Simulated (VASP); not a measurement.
## SrO: single point with LDA

Crystal: SrO.

```xyz
4
Lattice="0.0000 -2.5955 -2.5955 -2.5955 0.0000 -2.5955 2.5955 2.5955 -5.1910" Properties=species:S:1:pos:R:3 pbc="T T T"
Sr    0.0000    0.0000    0.0000
Sr    0.0000    0.0000   -5.1910
O     0.0000    0.0000   -7.7865
O     0.0000    0.0000   -2.5955
```

This cell differs from its parent crystal: the cell strained.

```yaml
Program: VASP 6.6.1
Task: single point
Functional: LDA
Potentials_or_basis: VASP PAW LDA potentials, release 64 (Sr_sv, O)
Cutoff: 520 eV
k_mesh: 9 × 9 × 8
Occupations: gaussian, width 0.05 eV
Spin: no spin polarisation
```

The pressure is -6.0 GPa and the band gap on the k mesh is 3.17 eV.

Levels at points of the mesh, in eV from the valence-band top:
| k point | band 13 | band 14 | band 15 | band 16 | band 17 | band 18 | band 19 | band 20 |
| --- | --- | --- | --- | --- | --- | --- | --- | --- |
| (0.00, 0.00, 0.00) | -1.11 | 0.00 | 0.00 | 0.00 | 3.60 | 6.04 | 6.04 | 6.04 |
| (0.00, 0.00, 0.50) | -0.61 | -0.61 | -0.61 | -0.61 | 5.73 | 5.73 | 5.90 | 5.90 |

Wall time 4.6 min on 1 thread of AMD EPYC 9R45 96-Core Processor (Zen 5), on a shared host, peak memory 0.49 GiB.

Caveat: the cell differs from its parent crystal (the cell strained); the cell stands under tension; an odd mesh through Γ misses points on the zone boundary, where band edges can lie.
